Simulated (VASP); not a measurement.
Write the native input for VASP 6.6.1 that does the following.

```
Task                   : single point
Functional             : PBE
Potentials or basis    : VASP PAW PBE potentials, release 64 (Co, O)
Cutoff                 : 520 eV
k mesh                 : 16 × 16 × 16
Occupations            : gaussian, width 0.1 eV
Spin                   : collinear spin, ferromagnetic start
Starting moments       : [2.73, 0.34] μB
Dipole correction      : no
Further INCAR settings : ALGO = Normal; EDIFF = 1e-06; NBANDS = 18
```

The structure of CoO lies in POSCAR:

```
CoO
1.0
    0.0000000000      2.1241565610      2.1241565610
    2.1241565610      0.0000000000      2.1241565610
    2.1241565610      2.1241565610      0.0000000000
Co O
1 1
Direct
    0.0000000000      0.0000000000      0.0000000000
    0.5000000000      0.5000000000      0.5000000000
```

These files were run (other wordings do the same):

INCAR

```
SYSTEM = CoO
PREC     = Accurate       ! precision mode
ENCUT    = 520            ! plane-wave cutoff, eV
EDIFF    = 1E-6           ! SCF threshold, eV
ISMEAR   = 0              ! smearing method
SIGMA    = 0.1            ! smearing width, eV
LREAL    = .False.        ! projectors in reciprocal space
LASPH    = .True.         ! aspherical terms in the spheres
NELM     = 150            ! most SCF steps
ALGO     = Normal         ! electronic algorithm
ISIF     = 2              ! what is computed and relaxed
LWAVE    = .False.        ! write WAVECAR
LCHARG   = .False.        ! write CHGCAR
ISPIN    = 2              ! spin polarisation
MAGMOM   = 2.73 0.34      ! initial moments
LORBIT   = 11             ! projections on sites
LMAXMIX  = 4              ! l up to which the mixer works
GGA      = PE             ! functional
NBANDS   = 18             ! bands
```

KPOINTS

```
regular mesh
0
Gamma
  16 16 16
  0 0 0
```

Potentials or basis: VASP PAW PBE potentials, release 64 (Co, O).

Launch:

```sh
$ cat potpaw_PBE.64/Co/POTCAR potpaw_PBE.64/O/POTCAR > POTCAR
$ mpirun -np 1 vasp_std > vasp.out
```

Results of the run:

| Quantity | Value |
| --- | --- |
| Pressure | -0.5 GPa |
| Net moment | 2.89 μB per cell |
| Site moments | Co +2.55; O +0.29 μB |
| Valence electrons inside the program's atomic spheres | Co 7.81; O 4.98 |

Caveat: a cell with one magnetic atom can't hold antiferromagnetic order, which such compounds often take.

It took 52 s on 1 thread of Intel(R) Xeon(R) Platinum 8488C (Sapphire Rapids) (shared host), peak memory 0.2 GiB.
